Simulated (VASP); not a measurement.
SbAs:

```
Sb As
1.0
     2.03271    1.17359    3.71659
    -2.03271    1.17359    3.71659
     0.00000   -2.34718    3.71659
Sb As
1 1
Direct
  0.22910 0.22910 0.22910
  0.77090 0.77090 0.77090
```

```yaml
Program: VASP 6.6.1
Task: relaxation of volume and atoms at fixed shape
Functional: PBEsol
Potentials_or_basis: VASP PAW PBE potentials, release 64 (Sb, As)
Cutoff: 600 eV
k_mesh: 6 × 6 × 6
Occupations: fermi-dirac, width 0.01 eV
Spin: no spin polarisation
```

At the start: pressure -1.7 GPa; volume 26.60 Å³/atom.

How do energy, volume and symmetry change on relaxing?

Over 5 steps the energy falls by 7.3 meV/atom and the volume is 25.49 Å³/atom (-4.2 %); space group R3m (No. 160, to 0.05 Å).

The path:
| step | energy change (eV) | largest force (eV/Å) | pressure (GPa) | volume (Å³) |
| --- | --- | --- | --- | --- |
| 1 | 0.0000 | 0.1033 | -1.65 | 53.20 |
| 2 | -0.0082 | 0.2911 | 0.78 | 51.12 |
| 3 | -0.0090 | 0.2473 | 0.20 | 51.58 |
| 4 | -0.0133 | 0.1177 | 0.11 | 51.27 |
| 5 | -0.0146 | 0.0001 | 0.04 | 50.98 |

Final structure:
```
Sb As
1.0
     2.00401    1.15702    3.66412
    -2.00401    1.15702    3.66412
     0.00000   -2.31404    3.66412
Sb As
1 1
Direct
  0.23169 0.23169 0.23169
  0.76831 0.76831 0.76831
```

Caveat: the PAW data sets were made with another functional, which shifts forces and pressure a little.
